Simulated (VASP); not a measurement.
# GaSb3 in VASP: further runs, part 2 of 2

VASP 6.6.1.

## Step 5: Single point, PBEsol (engineering shear strain xz +0.0000, normal strain along z +0.1100)

INCAR reads:

```
PREC     = Accurate       # precision mode
ENCUT    = 520            # plane-wave cutoff, eV
EDIFF    = 1E-7           # SCF threshold, eV
ISMEAR   = 0              # smearing method
SIGMA    = 0.15           # smearing width, eV
LREAL    = F              # projectors in reciprocal space
LASPH    = T              # aspherical terms in the spheres
NELM     = 60             # most SCF steps
ALGO     = Normal         # electronic algorithm
ISIF     = 2              # what is computed and relaxed
LWAVE    = F              # write WAVECAR
LCHARG   = T              # write CHGCAR
GGA      = PS             # functional
LELF     = T              # ELF
LVHAR    = T            
NBANDS   = 22             # bands
```

KPOINTS reads:

```
regular mesh
0
Gamma
  10 10 10
```

POSCAR reads:

```
GaSb3
1.0
    0.0000000000      3.6466703981      4.0478041419
    3.6466703981      0.0000000000      4.0478041419
    3.6466703981      3.6466703981      0.0000000000
Ga Sb
1 3
Direct
    0.0000000000      0.0000000000      0.0000000000
    0.2500000000      0.2500000000      0.2500000000
    0.7500000000      0.7500000000      0.7500000000
    0.5000000000      0.5000000000      0.5000000000
```

Potentials or basis: VASP PAW PBE potentials, release 64 (Ga_d, Sb).

Started as:

```sh
cat potpaw_PBE.64/Ga_d/POTCAR potpaw_PBE.64/Sb/POTCAR > POTCAR
mpirun -np 1 vasp_std > vasp.out
```

OUTCAR:

```text
PREC = Accurate
   ENCUT = 520
   EDIFF = 1E-7
   ISMEAR = 0
   LREAL = F
   LASPH = T
   NELM = 60
   ISIF = 2
   GGA = PS

 ion  position               nearest neighbor table
   1  0.000  0.000  0.000-   3 3.28   3 3.28   3 3.28   2 3.28   3 3.28   2 3.28   2 3.28   2 3.28

   2  0.250  0.250  0.250-   1 3.28   1 3.28   1 3.28   1 3.28   4 3.28   4 3.28   4 3.28   4 3.28
                             3 3.65   3 3.65   3 3.65   3 3.65
   3  0.750  0.750  0.750-   4 3.28   4 3.28   4 3.28   1 3.28   4 3.28   1 3.28   1 3.28   1 3.28
                             2 3.65   2 3.65   2 3.65   2 3.65
   4  0.500  0.500  0.500-   2 3.28   2 3.28   2 3.28   2 3.28   3 3.28   3 3.28   3 3.28   3 3.28

  LATTYP: Found a body centered tetragonal cell.
 ALAT       =     5.1571707345
 C/A-ratio  =     1.5697770542

  Lattice vectors:

 A1 = (  -3.6466703981,   0.0000000000,   4.0478041419)
 A2 = (   3.6466703981,   0.0000000000,   4.0478041419)
 A3 = (   0.0000000000,   3.6466703981,  -4.0478041419)

Analysis of symmetry for initial positions (statically):
=====================================================================
[... 177 lines left out ...]
 E-fermi :   6.9008     XC(G=0): -10.1388

 val. band max:        6.8845307640   @ k =  -0.2000   0.4000   0.3000
 cond. band min:       6.9078385047   @ k =   0.5000  -0.0000   0.3000
 fundamental gap:      0.0233077406
 Fermi energy:         6.9008167338

 k-point     1 :       0.0000    0.0000    0.0000
  band No.  band energies     occupation
      1      -7.8397      2.00000
      2      -7.8327      2.00000
      3      -7.8327      2.00000
      4      -7.8304      2.00000
      5      -7.8192      2.00000
      6      -5.2967      2.00000
[... 589 lines left out ...]
     21      11.2792      0.00000
     22      12.1636      0.00000

 [... further k-points ...]

------------------------ aborting loop because EDIFF is reached ----------------------------------------

  FORCE on cell =-STRESS in cart. coord.  units (eV):
  Direction    XX          YY          ZZ          XY          YZ          ZX
  --------------------------------------------------------------------------------------
  -------------------------------------------------------------------------------------
  Total       -2.9088162     -2.9088162     -3.6145569      0.0000000     -0.0000000      0.0000000
  in kB      -43.2896781    -43.2896781    -53.7926752      0.0000000     -0.0000000      0.0000000
  external PRESSURE =     -46.7906772 kB  Pullay stress =       0.0000000 kB

 VOLUME and BASIS-vectors are now :
 -----------------------------------------------------------------------------
  energy-cutoff  :      520.00
  volume of cell :      107.66
      direct lattice vectors                 reciprocal lattice vectors
     0.000000000  3.646670398  4.047804142    -0.137111377  0.137111377  0.123523763
     3.646670398  0.000000000  4.047804142     0.137111377 -0.137111377  0.123523763
     3.646670398  3.646670398  0.000000000     0.137111377  0.137111377 -0.123523763

 POSITION                                       TOTAL-FORCE (eV/Angst)
 -----------------------------------------------------------------------------------
      0.00000      0.00000      0.00000         0.000000     -0.000000      0.000000
      1.82334      1.82334      2.02390        -0.000000     -0.000000      0.000000
      5.47001      5.47001      6.07171         0.000000      0.000000     -0.000000
      3.64667      3.64667      4.04780         0.000000     -0.000000      0.000000
 -----------------------------------------------------------------------------------
    total drift:                               -0.000000      0.000000      0.000000

  FREE ENERGIE OF THE ION-ELECTRON SYSTEM (eV)
  ---------------------------------------------------
  free  energy   TOTEN  =       -16.1780230307 eV

  energy  without entropy=      -16.1428873125  energy(sigma->0) =      -16.16045517
```

OSZICAR:

```text
N       E                     dE             d eps       ncg     rms          rms(c)
DAV:   1     0.157945624677E+03    0.15795E+03   -0.11531E+04  4636   0.133E+03
DAV:   2    -0.716243897102E+00   -0.15866E+03   -0.15290E+03  5012   0.316E+02
DAV:   3    -0.157722283745E+02   -0.15056E+02   -0.14610E+02  5540   0.815E+01
DAV:   4    -0.162100984248E+02   -0.43787E+00   -0.43578E+00  5018   0.144E+01
DAV:   5    -0.162209843309E+02   -0.10886E-01   -0.10884E-01  5950   0.236E+00    0.286E+00
DAV:   6    -0.161889081277E+02    0.32076E-01   -0.49076E-02  5764   0.218E+00    0.155E+00
DAV:   7    -0.161783754802E+02    0.10533E-01   -0.25137E-02  5460   0.109E+00    0.160E-01
DAV:   8    -0.161780294744E+02    0.34601E-03   -0.19822E-03  5320   0.409E-01    0.668E-02
DAV:   9    -0.161780237034E+02    0.57710E-05   -0.13421E-04  5550   0.734E-02    0.192E-02
DAV:  10    -0.161780236590E+02    0.44413E-07   -0.14127E-05  5214   0.388E-02    0.519E-03
DAV:  11    -0.161780233517E+02    0.30731E-06   -0.13113E-06  6354   0.105E-02    0.176E-03
DAV:  12    -0.161780230996E+02    0.25209E-06   -0.72976E-08  3186   0.274E-03    0.469E-04
DAV:  13    -0.161780230307E+02    0.68909E-07   -0.12228E-08  3006   0.123E-03
   1 F= -.16178023E+02 E0= -.16160455E+02  d E =-.351357E-01
```

stdout:

```text
POSCAR found type information on POSCAR GaSb
 POSCAR found :  2 types and       4 ions
 scaLAPACK will be used
 -----------------------------------------------------------------------------
|                                                                             |
|                                                                             |
|     You enforced a specific xc type in the INCAR file but a different       |
|     I HOPE YOU KNOW WHAT YOU ARE DOING!                                     |
|                                                                             |
 -----------------------------------------------------------------------------

 LDA part: xc-table for (Slater+PW92), standard interpolation
 POSCAR, INCAR and KPOINTS ok, starting setup
 FFT: planning ... GRIDC
 FFT: planning ... GRID_SOFT
 FFT: planning ... GRID
 WAVECAR not read
 entering main loop
```

Wall time 4.8 min (1 thread of AMD EPYC 7R43 (Zen 3), shared host); peak memory 0.36 GiB.

What came out:

```
Free energy            : -16.1780 eV
Pressure               : -4.7 GPa
Band gap on the k mesh : zero (bands 14 and 15 overlap by 3.93 eV)
```

Stress tensor (GPa, compression positive):
```
-4.33  0.00  0.00
 0.00 -4.33  0.00
 0.00  0.00 -5.38
```

Caveat: the cell differs from its parent crystal (engineering shear strain xz +0.0000, normal strain along z +0.1100); the cell stands under tension; the PAW data sets were made with another functional, which shifts forces and pressure a little; spin-orbit coupling is left out, which moves the levels of the heavy elements.

## Step 6: Single point, PBEsol (engineering shear strain xz -0.0267, normal strain along z -0.1100)

INCAR reads:

```
  ALGO = Normal
  EDIFF = 1E-6
  ENCUT = 520
  GGA = PS
  ISIF = 2
  ISMEAR = 0
  LASPH = True
  LCHARG = False
  LREAL = False
  LWAVE = False
  NBANDS = 22
  NELM = 80
  PREC = Accurate
  SIGMA = 0.15
```

KPOINTS reads:

```
k-points
0
Gamma
  10 10 10
```

POSCAR reads:

```
GaSb3
1.0
   -0.0486830498      3.6466703981      3.2455366543
    3.5979873483      0.0000000000      3.1968536045
    3.6466703981      3.6466703981     -0.0486830498
Ga Sb
1 3
Direct
    0.0000000000      0.0000000000      0.0000000000
    0.2500000000      0.2500000000      0.2500000000
    0.7500000000      0.7500000000      0.7500000000
    0.5000000000      0.5000000000      0.5000000000
```

Potentials or basis: VASP PAW PBE potentials, release 64 (Ga_d, Sb).

Started as:

```sh
cat potpaw_PBE.64/Ga_d/POTCAR potpaw_PBE.64/Sb/POTCAR > POTCAR
mpirun -np 1 vasp_std > vasp.out
```

It took 3.1 min on 1 thread of Intel Xeon Platinum 8488C (Sapphire Rapids), shared host; peak memory 0.6 GiB.

Results (log left out):

```yaml
Free_energy: -16.0193 eV
Pressure: 10.8 GPa
Largest_force: 0.113 eV/Å
Band_gap_on_the_k_mesh: zero (bands 14 and 15 overlap by 4.61 eV)
```

Forces on the atoms (eV/Å):
```
Ga   0.000  0.000  0.000
Sb   0.000 -0.113  0.000
Sb   0.000  0.113  0.000
Sb   0.000  0.000  0.000
```

Stress tensor (GPa, compression positive):
```
 9.98  0.00  1.27
 0.00 10.13  0.00
 1.27  0.00 12.31
```

Levels at points of the mesh, in eV from the Fermi level:
| k point | band 10 | band 11 | band 12 | band 13 | band 14 | band 15 | band 16 | band 17 | band 18 | band 19 |
| --- | --- | --- | --- | --- | --- | --- | --- | --- | --- | --- |
| (0.00, 0.00, 0.00) | -3.20 | -3.19 | -3.08 | -2.95 | -2.88 | -2.65 | -1.46 | -1.46 | 0.44 | 2.59 |
| (0.50, 0.00, 0.00) | -4.57 | -3.55 | -3.55 | -2.84 | 0.04 | 0.37 | 1.74 | 2.51 | 2.87 | 3.61 |
| (0.00, 0.50, 0.00) | -4.66 | -3.74 | -3.63 | -2.97 | -0.14 | 0.23 | 1.88 | 2.64 | 3.13 | 3.86 |
| (0.50, 0.50, 0.00) | -6.58 | -6.58 | 0.59 | 0.59 | 1.03 | 1.16 | 1.88 | 1.92 | 3.85 | 5.27 |
| (0.50, 0.00, 0.50) | -6.36 | -6.07 | 0.28 | 1.11 | 1.18 | 1.70 | 2.13 | 2.81 | 3.43 | 3.78 |
| (0.00, 0.50, 0.50) | -6.34 | -6.10 | 0.28 | 1.10 | 1.18 | 1.68 | 2.12 | 2.80 | 3.36 | 3.77 |

Caveat: the cell differs from its parent crystal (engineering shear strain xz -0.0267, normal strain along z -0.1100); the cell stands under pressure; the PAW data sets were made with another functional, which shifts forces and pressure a little; spin-orbit coupling is left out, which moves the levels of the heavy elements.

## Step 7: The runs side by side

| cell | gap on the mesh (eV) | pressure (GPa) |
| --- | --- | --- |
| a = 4.972, b = 4.972, c = 5.157 Å, angles 58.8, 58.8, 62.5°, 4 atoms | none | 6.2 |
| a = 5.063, b = 5.063, c = 5.157 Å, angles 59.4, 59.4, 61.2°, 4 atoms | none | 2.8 |
| a = 5.350, b = 5.350, c = 5.157 Å, angles 61.2, 61.2, 57.6°, 4 atoms | none | -3.6 |
| a = 5.448, b = 5.448, c = 5.157 Å, angles 61.8, 61.8, 56.5°, 4 atoms | none | -4.7 |
| a = 4.882, b = 4.813, c = 5.157 Å, angles 58.5, 59.0, 64.3°, 4 atoms | none | 10.8 |

Alike in all rows: task single point; level PBEsol; potentials or basis VASP PAW PBE potentials, release 64 (Ga_d, Sb); no spin polarisation; k mesh 10 × 10 × 10; cutoff (eV) 520; smearing gaussian 0.15 eV.

Caveats: the PAW data sets were made with another functional, which shifts forces and pressure a little; spin-orbit coupling is left out, which moves the levels of the heavy elements; the cell stands under pressure (at least some runs); the cell stands under tension (at least some runs).

Total energies depend on the potentials used, so only differences within one code and one set of settings carry meaning.
